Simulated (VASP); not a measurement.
# AlCu3 (P6_3/mmc) in VASP: notebook

The runs below take AlCu3 through single point, relaxation of shape and atoms at fixed volume, with LDA.

All numbers are computed with VASP 6.6.1; they aren't measurements. Logs are shortened: lines on timing, memory, paths and dates and some standing lists are left out, and cuts for length are marked.

**1. The cell of the first run**

The structure is hexagonal, space group P6_3/mmc (No. 194). Conventional cell: a = 5.083 Å, b = 5.083 Å, c = 4.128 Å, α = 90.00°, β = 90.00°, γ = 120.00°. Al (site symmetry -6m2) has 12 Cu at 2.54 Å within 3.4 Å. Cu (site symmetry mm2) has 8 Cu at 2.52 to 2.56 Å and 4 Al at 2.54 Å within 3.3 Å.

**2. Single point, LDA**

File INCAR:

```
SYSTEM = AlCu3
PREC = Accurate
ENCUT = 520
EDIFF = 1E-6
ISMEAR = -1
SIGMA = 0.15
LREAL = .False.
LASPH = .True.
NELM = 100
ALGO = Fast
ISIF = 2
LWAVE = .False.
LCHARG = .False.
GGA = CA
NBANDS = 46
```

File KPOINTS:

```
regular mesh
0
Gamma
  12 12 8
  0 0 0
```

File POSCAR:

```
AlCu3
1.0
    5.0834554864      0.0000000000      0.0000000000
   -2.5417277432      4.4024015902      0.0000000000
    0.0000000000      0.0000000000      4.1276726782
Al Cu
2 6
Direct
    0.6666666667      0.3333333333      0.2500000000
    0.3333333333      0.6666666667      0.7500000000
    0.3303281459      0.1651640730      0.7500000000
    0.8348359270      0.1651640730      0.7500000000
    0.8348359270      0.6696718541      0.7500000000
    0.6696718541      0.8348359270      0.2500000000
    0.1651640730      0.8348359270      0.2500000000
    0.1651640730      0.3303281459      0.2500000000
```

Potentials or basis: VASP PAW LDA potentials, release 64 (Al, Cu).

Run with:

```bash
cat potpaw_LDA.64/Al/POTCAR potpaw_LDA.64/Cu/POTCAR > POTCAR
mpirun -np 1 vasp_std > vasp.out
```

OUTCAR:

```text
SYSTEM = AlCu3
   PREC = Accurate
   ENCUT = 520
   EDIFF = 1E-6
   ISMEAR = -1
   LREAL = .False.
   LASPH = .True.
   NELM = 100
   ISIF = 2
   GGA = CA

 ion  position               nearest neighbor table
   1  0.667  0.333  0.250-   4 2.54   4 2.54   5 2.54   5 2.54   3 2.54   3 2.54   7 2.54   6 2.54
                             6 2.54   7 2.54   8 2.54   8 2.54
   2  0.333  0.667  0.750-   7 2.54   7 2.54   8 2.54   8 2.54   6 2.54   6 2.54   4 2.54   3 2.54
                             3 2.54   4 2.54   5 2.54   5 2.54
   3  0.330  0.165  0.750-   5 2.52   4 2.52   8 2.52   8 2.52   7 2.52   7 2.52   1 2.54   1 2.54
                             2 2.54   2 2.54   5 2.56   4 2.56
   4  0.835  0.165  0.750-   5 2.52   3 2.52   6 2.52   6 2.52   8 2.52   8 2.52   1 2.54   1 2.54
                             2 2.54   2 2.54   5 2.56   3 2.56
   5  0.835  0.670  0.750-   3 2.52   4 2.52   6 2.52   6 2.52   7 2.52   7 2.52   1 2.54   1 2.54
                             2 2.54   2 2.54   4 2.56   3 2.56
   6  0.670  0.835  0.250-   8 2.52   7 2.52   5 2.52   5 2.52   4 2.52   4 2.52   2 2.54   2 2.54
                             1 2.54   1 2.54   8 2.56   7 2.56
   7  0.165  0.835  0.250-   8 2.52   6 2.52   3 2.52   3 2.52   5 2.52   5 2.52   2 2.54   2 2.54
                             1 2.54   1 2.54   8 2.56   6 2.56
   8  0.165  0.330  0.250-   6 2.52   7 2.52   3 2.52   3 2.52   4 2.52   4 2.52   2 2.54   2 2.54
                             1 2.54   1 2.54   7 2.56   6 2.56

  LATTYP: Found a hexagonal cell.
 ALAT       =     5.0834554864
 C/A-ratio  =     0.8119816706

  Lattice vectors:

 A1 = (   5.0834554864,   0.0000000000,   0.0000000000)
 A2 = (  -2.5417277432,   4.4024015902,   0.0000000000)
 A3 = (   0.0000000000,   0.0000000000,   4.1276726782)

Analysis of symmetry for initial positions (statically):
=====================================================================
 Subroutine PRICEL returns:
 Original cell was already a primitive cell.

 Routine SETGRP: Setting up the symmetry group for a
 hexagonal supercell.

 Subroutine GETGRP returns: Found 24 space group operations
 (whereof 12 operations were pure point group operations)
 out of a pool of 24 trial point group operations.

The static configuration has the point symmetry D_3d.
 The point group associated with its full space group is D_6h.

Analysis of symmetry for dynamics (positions and initial velocities):
=====================================================================
 Subroutine PRICEL returns:
 Original cell was already a primitive cell.

 Routine SETGRP: Setting up the symmetry group for a
 hexagonal supercell.

[... 125 lines left out ...]
   POTIM  = 0.5000    time-step for ionic-motion
   TEBEG  =    0.0;   TEEND  =   0.0 temperature during run
   PSTRESS=    0.0 pullay stress
   NELECT =      72.0000    total number of electrons
   NUPDOWN=      -1.0000    fix difference up-down
   EMIN   =  10.00;   EMAX   =-10.00  energy-range for DOS
   EFERMI =   0.00;   METHOD = LEGACY
   ISMEAR =    -1;   SIGMA  =   0.15  broadening in eV -4-tet -1-fermi 0-gaus
   EFERMI_NEDOS =   21; number of points for ismear=-14 and -15
   IALGO  =     68    algorithm
   IMIX   =      4    mixing-type and parameters
     AMIX     =   0.40;   BMIX     =  1.00
     AMIX_MAG =   1.60;   BMIX_MAG =  1.00
  volume/ion in A,a.u.               =      11.55        77.92
  Fermi-wavevector in a.u.,A,eV,Ry     =   1.506611  2.847081 30.883531  2.269876
  Thomas-Fermi vector in A             =   2.617305
   LORBIT       =      0    0 simple, 1 ext, 2 COOP (PROOUT), +10 PAW based schemes
   GGA     = CA    functional components
   LHFCALC =     F    Hartree Fock is set to
   AEXX    =    0.0000 exact exchange contribution
   IVDW    =     0    specifies the selected vdW correction
   LEPSILON=     F    determine dielectric tensor
   LRPA    =     F    only Hartree local field effects (RPA)
 non-spin polarized calculation
 RMM-DIIS sequential band-by-band and
  energy-cutoff  :      520.00
  volume of cell :       92.37
 maximum number of plane-waves:      2510
 NGX is ok and might be reduce to    40
   NGX = 19   NGY = 19   NGZ = 15

 number of electron      71.9999962 magnetization

 Free energy of the ion-electron system (eV)
  ---------------------------------------------------
  ext. energy  EPLUGINS =         0.00000000
  ---------------------------------------------------
  free energy    TOTEN  =       -38.36343193 eV

  energy without entropy =      -38.18637118  energy(sigma->0) =      -38.27490156

 E-fermi :   9.0356     XC(G=0): -12.8633

 val. band max:        9.0309711539   @ k =   0.4167   0.1667   0.1250
 cond. band min:       9.0378072651   @ k =   0.4167   0.1667   0.2500
 fundamental gap:      0.0068361112
 Fermi energy:         9.0356247408

 k-point     1 :       0.0000    0.0000    0.0000
  band No.  band energies     occupation
      1      -1.9384      2.00000
      2       2.4971      2.00000
      3       3.6285      2.00000
      4       3.6285      2.00000
      5       3.7087      2.00000
      6       3.7637      2.00000
[... 1165 lines left out ...]
     45      15.7347      0.00000
     46      16.0900      0.00000

 [... further k-points ...]

------------------------ aborting loop because EDIFF is reached ----------------------------------------

  FORCE on cell =-STRESS in cart. coord.  units (eV):
  Direction    XX          YY          ZZ          XY          YZ          ZX
  --------------------------------------------------------------------------------------
  -------------------------------------------------------------------------------------
  Total        0.2982275      0.2982275      0.3026548      0.0000000      0.0000000      0.0000000
  in kB        5.1725457      5.1725457      5.2493349      0.0000000      0.0000000      0.0000000
  external PRESSURE =       5.1981421 kB  Pullay stress =       0.0000000 kB

 VOLUME and BASIS-vectors are now :
 -----------------------------------------------------------------------------
  energy-cutoff  :      520.00
  volume of cell :       92.37
      direct lattice vectors                 reciprocal lattice vectors
     5.083455486  0.000000000  0.000000000     0.196716584  0.113574373  0.000000000
    -2.541727743  4.402401590  0.000000000     0.000000000  0.227148746  0.000000000
     0.000000000  0.000000000  4.127672678     0.000000000  0.000000000  0.242267272

 POSITION                                       TOTAL-FORCE (eV/Angst)
 -----------------------------------------------------------------------------------
      2.54173      1.46747      1.03192         0.000000     -0.000000      0.000000
     -0.00000      2.93493      3.09575         0.000000     -0.000000     -0.000000
      1.25941      0.72712      3.09575         0.001056      0.000610     -0.000000
      3.82405      0.72712      3.09575        -0.001056      0.000610      0.000000
      2.54173      2.94816      3.09575         0.000000     -0.001219      0.000000
      1.28232      3.67528      1.03192        -0.001056     -0.000610      0.000000
     -1.28232      3.67528      1.03192         0.001056     -0.000610     -0.000000
      0.00000      1.45424      1.03192         0.000000      0.001219     -0.000000
 -----------------------------------------------------------------------------------
    total drift:                               -0.000000      0.000000      0.000000

  FREE ENERGIE OF THE ION-ELECTRON SYSTEM (eV)
  ---------------------------------------------------
  free  energy   TOTEN  =       -38.3634319314 eV

  energy  without entropy=      -38.1863711796  energy(sigma->0) =      -38.27490156
```

OSZICAR:

```text
N       E                     dE             d eps       ncg     rms          rms(c)
DAV:   1     0.627532133840E+03    0.62753E+03   -0.30402E+04  8772   0.259E+03
DAV:   2     0.373526092263E+02   -0.59018E+03   -0.57228E+03  8740   0.467E+02
DAV:   3    -0.439657258628E+02   -0.81318E+02   -0.76505E+02  9326   0.219E+02
DAV:   4    -0.472831264647E+02   -0.33174E+01   -0.32853E+01 10772   0.614E+01
DAV:   5    -0.473582039832E+02   -0.75078E-01   -0.75049E-01 13460   0.837E+00    0.247E+01
RMM:   6    -0.437765976373E+02    0.35816E+01   -0.10702E+02  9550   0.128E+02    0.160E+01
RMM:   7    -0.383342874137E+02    0.54423E+01   -0.27699E+01  9127   0.692E+01    0.213E+00
RMM:   8    -0.383501586451E+02   -0.15871E-01   -0.88035E-01 10773   0.875E+00    0.834E-01
RMM:   9    -0.383627888053E+02   -0.12630E-01   -0.32049E-01 11558   0.229E+00    0.364E-01
RMM:  10    -0.383636002290E+02   -0.81142E-03   -0.55556E-02 10086   0.284E+00    0.396E-01
RMM:  11    -0.383628975083E+02    0.70272E-03   -0.22316E-02 10722   0.131E+00    0.860E-02
RMM:  12    -0.383634230373E+02   -0.52553E-03   -0.59715E-03 13316   0.394E-01    0.315E-02
RMM:  13    -0.383634277266E+02   -0.46893E-05   -0.32148E-04 10458   0.183E-01    0.248E-02
RMM:  14    -0.383634248351E+02    0.28915E-05   -0.12375E-04 10533   0.114E-01    0.132E-02
RMM:  15    -0.383634316879E+02   -0.68528E-05   -0.65580E-05 10150   0.437E-02    0.189E-02
RMM:  16    -0.383634318636E+02   -0.17572E-06   -0.11174E-05  9434   0.314E-02    0.943E-03
RMM:  17    -0.383634319314E+02   -0.67765E-07   -0.34699E-06  6873   0.112E-02
   1 F= -.38363432E+02 E0= -.38274902E+02  d E =-.177061E+00
```

Run time: 3.7 min. Hardware: 1 thread of Intel Xeon 6975P-C (Granite Rapids), shared host; peak memory 0.39 GiB.

What came out:

```yaml
Free_energy: -38.3634 eV
Pressure: 0.5 GPa
Band_gap_on_the_k_mesh: zero (bands 36 and 37 overlap by 2.69 eV)
```

**3. Single point, LDA (11.78 Å³/atom)**

This run uses another cell than the first one, of 11.78 Å³/atom.

File INCAR:

```
SYSTEM = AlCu3
PREC = Accurate
ENCUT = 520
EDIFF = 1E-7
ISMEAR = -1
SIGMA = 0.15
LREAL = .False.
LASPH = .True.
NELM = 80
ALGO = Fast
ISIF = 2
LWAVE = .False.
LCHARG = .True.
LELF = .True.
LVHAR = .True.
NBANDS = 46
```

File KPOINTS:

```
Automatic mesh
0
Gamma
  12 12 8
  0 0 0
```

File POSCAR:

```
AlCu3
1.0
    5.1179901058      0.0000000000      0.0000000000
   -2.5589950529      4.4323094480      0.0000000000
    0.0000000000      0.0000000000      4.1535992130
Al Cu
2 6
Direct
    0.6666666667      0.3333333333      0.2500000000
    0.3333333333      0.6666666667      0.7500000000
    0.3301543638      0.1650771819      0.7500000000
    0.8349228181      0.1650771819      0.7500000000
    0.8349228181      0.6698456362      0.7500000000
    0.6698456362      0.8349228181      0.2500000000
    0.1650771819      0.8349228181      0.2500000000
    0.1650771819      0.3301543638      0.2500000000
```

Potentials or basis: VASP PAW LDA potentials, release 64 (Al, Cu).

Run with:

```bash
cat potpaw_LDA.64/Al/POTCAR potpaw_LDA.64/Cu/POTCAR > POTCAR
mpirun -np 1 vasp_std > vasp.out
```

It took 5.4 min on 1 thread of Intel Xeon 6975P-C (Granite Rapids), shared host; peak memory 0.4 GiB.

The run converged. Its results:

- Free energy: -38.3537 eV
- Pressure: -2.5 GPa
- Band gap on the k mesh: zero (bands 36 and 37 overlap by 2.63 eV)

Levels at points of the mesh, in eV from the Fermi level:
| k point | band 32 | band 33 | band 34 | band 35 | band 36 | band 37 | band 38 | band 39 | band 40 | band 41 |
| --- | --- | --- | --- | --- | --- | --- | --- | --- | --- | --- |
| (0.00, 0.00, 0.00) | -2.24 | -1.83 | -1.37 | -1.37 | -0.79 | -0.07 | -0.07 | 1.65 | 4.84 | 5.77 |
| (0.50, 0.00, 0.00) | -2.38 | -2.35 | -1.34 | 0.60 | 1.07 | 1.90 | 2.62 | 3.33 | 3.71 | 3.96 |
| (0.00, 0.00, 0.50) | -2.28 | -1.31 | -1.31 | -1.31 | -1.31 | -0.86 | -0.86 | 2.61 | 2.61 | 2.61 |
| (0.50, 0.00, 0.50) | -2.43 | -2.40 | -2.40 | -0.93 | -0.93 | -0.68 | -0.68 | 5.39 | 5.39 | 6.11 |

**4. Relaxation of shape and atoms at fixed volume, LDA (11.78 Å³/atom)**

This run uses another cell than the first one, of 11.78 Å³/atom.

File INCAR:

```
PREC = Accurate
ENCUT = 600
EDIFF = 1E-6
ISMEAR = -1
SIGMA = 0.15
LREAL = False
LASPH = True
NELM = 80
ALGO = Fast
ISIF = 4
LWAVE = False
LCHARG = False
IBRION = 2
NSW = 80
EDIFFG = -0.001
```

File KPOINTS:

```
Automatic mesh
0
Gamma
  12 12 8
```

File POSCAR:

```
AlCu3
1.0
    5.1171217356      0.0000000000      0.0000000000
   -2.5585608678      4.4315574173      0.0000000000
    0.0000000000      0.0000000000      4.1550090555
Al Cu
2 6
Direct
    0.6666666667      0.3333333333      0.2500000000
    0.3333333333      0.6666666667      0.7500000000
    0.3303281459      0.1651640730      0.7500000000
    0.8348359270      0.1651640730      0.7500000000
    0.8348359270      0.6696718541      0.7500000000
    0.6696718541      0.8348359270      0.2500000000
    0.1651640730      0.8348359270      0.2500000000
    0.1651640730      0.3303281459      0.2500000000
```

Run with:

```bash
cat potpaw_LDA.64/Al/POTCAR potpaw_LDA.64/Cu/POTCAR > POTCAR
mpirun -np 1 vasp_std > vasp.out
```

Run time: 17 min. Hardware: 1 thread of Intel Xeon Platinum 8488C (Sapphire Rapids), shared host; peak memory 0.46 GiB.

Results (log left out):

```yaml
Free_energy: -38.3541 eV
Energy_gained_by_relaxing: 0.0 meV/atom
Ionic_steps: 3
Pressure_after_relaxing: -2.4 GPa
Band_gap_on_the_k_mesh: zero (bands 36 and 37 overlap by 2.63 eV)
```

Final structure:
```yaml
crystal:
  lattice:
    - [5.11782, 0.00000, 0.00000]
    - [-2.55891, 4.43217, 0.00000]
    - [0.00000, 0.00000, 4.15387]
  atoms:
    - { symbol: Al, position: [0.66667, 0.33333, 0.25000] }
    - { symbol: Al, position: [0.33333, 0.66667, 0.75000] }
    - { symbol: Cu, position: [0.33022, 0.16511, 0.75000] }
    - { symbol: Cu, position: [0.83489, 0.16511, 0.75000] }
    - { symbol: Cu, position: [0.83489, 0.66978, 0.75000] }
    - { symbol: Cu, position: [0.66978, 0.83489, 0.25000] }
    - { symbol: Cu, position: [0.16511, 0.83489, 0.25000] }
    - { symbol: Cu, position: [0.16511, 0.33022, 0.25000] }
```

Levels at points of the mesh, in eV from the Fermi level:
| k point | band 33 | band 34 | band 35 | band 36 | band 37 | band 38 | band 39 | band 40 |
| --- | --- | --- | --- | --- | --- | --- | --- | --- |
| (0.00, 0.00, 0.00) | -1.83 | -1.37 | -1.37 | -0.79 | -0.07 | -0.07 | 1.64 | 4.84 |
| (0.50, 0.00, 0.00) | -2.35 | -1.34 | 0.60 | 1.07 | 1.90 | 2.62 | 3.34 | 3.71 |
| (0.00, 0.00, 0.50) | -1.31 | -1.31 | -1.31 | -1.31 | -0.86 | -0.86 | 2.61 | 2.61 |
| (0.50, 0.00, 0.50) | -2.40 | -2.40 | -0.93 | -0.93 | -0.68 | -0.68 | 5.39 | 5.39 |

**5. Summary**

| task | cell | cutoff (eV) | gap on the mesh (eV) | pressure (GPa) |
| --- | --- | --- | --- | --- |
| single point | a = 5.083, b = 5.083, c = 4.128 Å, angles 90.0, 90.0, 120.0°, 8 atoms, atomic positions A | 520 | none | 0.5 |
| single point | a = 5.118, b = 5.118, c = 4.154 Å, angles 90.0, 90.0, 120.0°, 8 atoms, atomic positions B | 520 | none | -2.5 |
| relaxation of shape and atoms at fixed volume | relaxed from a = 5.117, b = 5.117, c = 4.155 Å, angles 90.0, 90.0, 120.0°, 8 atoms, atomic positions A | 600 | none | -2.4 |

Alike in all rows: level LDA; potentials or basis VASP PAW LDA potentials, release 64 (Al, Cu); no spin polarisation; k mesh 12 × 12 × 8; smearing fermi-dirac 0.15 eV.

Total energies depend on the potentials used, so only differences within one code and one set of settings carry meaning.
